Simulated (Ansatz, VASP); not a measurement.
# Al: VASP beside Ansatz

File INCAR:

```
ALGO = Normal
EDIFF = 1E-6
ENCUT = 520
GGA = PE
ISIF = 2
ISMEAR = 0
LASPH = T
LCHARG = F
LREAL = F
LWAVE = F
NBANDS = 8
NELM = 80
PREC = Accurate
SIGMA = 0.15
```

File KPOINTS:

```
k-points
0
Gamma
  20 20 20
```

Contents of POSCAR:

```
Al
1.0
   -1.5912186900      1.6031528302      1.6031528302
    1.5912186900     -1.5792845498      1.5792845498
    1.5912186900      1.5792845498     -1.5792845498
Al
1
Direct
    0.0000000000      0.0000000000      0.0000000000
```

Input for Ansatz:

```yaml
crystal:
  lattice:
    - [-1.59121869, 1.6031528302, 1.6031528302]
    - [1.59121869, -1.5792845498, 1.5792845498]
    - [1.59121869, 1.5792845498, -1.5792845498]
  atoms:
    - { symbol: Al, position: [0.0, 0.0, 0.0] }
basis:
  ecutwfc: 420
kpoints:
  mp_grid: { grid: [20, 20, 20] }
hamiltonian:
  xc: pbe
scf:
  occupations: { method: gaussian, width: 0.15 }
output:
  forces: true
  stress: true
  eigenvalues: true
```

Change from the starting cell: strain +0.0150 x Voigt [0, 0, 0, 1, 0, 0], atoms carried along.

Alike in both runs: task single point; functional PBE; k mesh 20 × 20 × 20; occupations gaussian, width 0.15 eV; no spin polarisation.

|  | VASP | Ansatz |
| --- | --- | --- |
| version | VASP 6.6.1 | Ansatz 0.2.0 |
| potentials or method | VASP PAW PBE potentials, release 64 (Al), cutoff 520 eV | scalar-relativistic, plane waves, PAW |
| valence electrons in the cell | 3 | 3 |

```csv
,VASP,Ansatz,Ansatz less VASP
gap on the k mesh at the Fermi level (eV),none,none,-
pressure (GPa),3.8,3.8,+0.02
"traceless stress, the component that is largest in VASP (GPa)",-0.63,-0.63,+0.001
```

A gap of «none» marks a metal or a gap that the smearing closes.
